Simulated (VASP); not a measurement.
Input of a VASP 6.6.1 run:

Contents of INCAR:

```
SYSTEM = W
ALGO = Fast ; EDIFF = 1E-6
ENCUT = 520 ; GGA = PS
ISIF = 2 ; ISMEAR = 0
ISYM = 0 ; LASPH = .True.
LCHARG = .True. ; LELF = .True.
LREAL = .False. ; LVHAR = .True.
LWAVE = .False. ; NBANDS = 13
NELM = 60 ; PREC = Accurate
SIGMA = 0.1
```

KPOINTS

```
k-points
0
Gamma
  12 12 16
  0 0 0
```

The input POSCAR:

```
W
1.0
    2.9487779188     -0.0000854295     -0.0295409106
   -1.4744629435      2.5538447321      0.0000000000
    1.4523838328      0.8385341969      2.1021477033
W
1
Direct
    0.0000000000      0.0000000000      0.0000000000
```

Potentials or basis: VASP PAW PBE potentials, release 64 (W_sv).

Run with:

```sh
$ cat potpaw_PBE.64/W_sv/POTCAR > POTCAR
$ mpirun -np 1 vasp_std > vasp.out
```

**Question.** What does it give for the band gap on the k mesh?

**Answer.** Zero (band 7 reaches 14.11 eV, above the bottom of band 8 at 10.03 eV).

**Question.** What does it give for the pressure?

**Answer.** 2.7 GPa.

Stress tensor (GPa, compression positive):
```
3.96 0.71 0.01
0.71 3.14 0.01
0.01 0.01 1.00
```

Caveat: the PAW data sets were made with another functional, which shifts forces and pressure a little; spin-orbit coupling is left out, which moves the levels of the heavy elements.
